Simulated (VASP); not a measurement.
Write the native input for VASP 6.6.1 that does the following.

- Task: single point
- Functional: LDA
- Potentials or basis: VASP PAW LDA potentials, release 64 (Al, Ga_d, N)
- Cutoff: 520 eV
- k mesh: 8 × 8 × 6
- Occupations: gaussian, width 0.02 eV
- Spin: no spin polarisation
- Dipole correction: no
- Further INCAR settings: ALGO = Normal; EDIFF = 1e-06; NBANDS = 21

The structure of AlGaN2 lies in POSCAR:

```
AlGaN2
1.0
    3.3022036551      0.0000000000      0.0000000000
    0.0000000000      3.3022036551      0.0000000000
    0.0000000000      0.0000000000      4.0559424205
Al Ga N
1 1 2
Direct
    0.5000000000      0.5000000000      0.5000000000
    0.0000000000      0.0000000000      0.0000000000
    0.5000000000      0.0000000000      0.7375655551
    0.0000000000      0.5000000000      0.2624344449
```

These files were run (other wordings do the same):

INCAR

```
PREC     = Accurate       # precision mode
ENCUT    = 520            # plane-wave cutoff, eV
EDIFF    = 1E-6           # SCF threshold, eV
ISMEAR   = 0              # smearing method
SIGMA    = 0.02           # smearing width, eV
LREAL    = False          # projectors in reciprocal space
LASPH    = True           # aspherical terms in the spheres
NELM     = 60             # most SCF steps
ALGO     = Normal         # electronic algorithm
ISIF     = 2              # what is computed and relaxed
LWAVE    = False          # write WAVECAR
LCHARG   = False          # write CHGCAR
NBANDS   = 21             # bands
```

KPOINTS

```
regular mesh
0
Gamma
  8 8 6
```

Potentials or basis: VASP PAW LDA potentials, release 64 (Al, Ga_d, N).

Run with:

```sh
$ cat potpaw_LDA.64/Al/POTCAR potpaw_LDA.64/Ga_d/POTCAR potpaw_LDA.64/N/POTCAR > POTCAR
$ mpirun -np 1 vasp_std > vasp.out
```

Results of the run:

| Item | Value |
| --- | --- |
| Pressure | -8.2 GPa |
| Largest force | 0.025 eV/Å |
| Band gap on the k mesh | 2.62 eV, direct |

Run time: 33 s on 1 thread of Intel(R) Xeon(R) Platinum 8375C CPU @ 2.90GHz (Ice Lake), with other jobs on the host, peak memory 0.18 GiB.
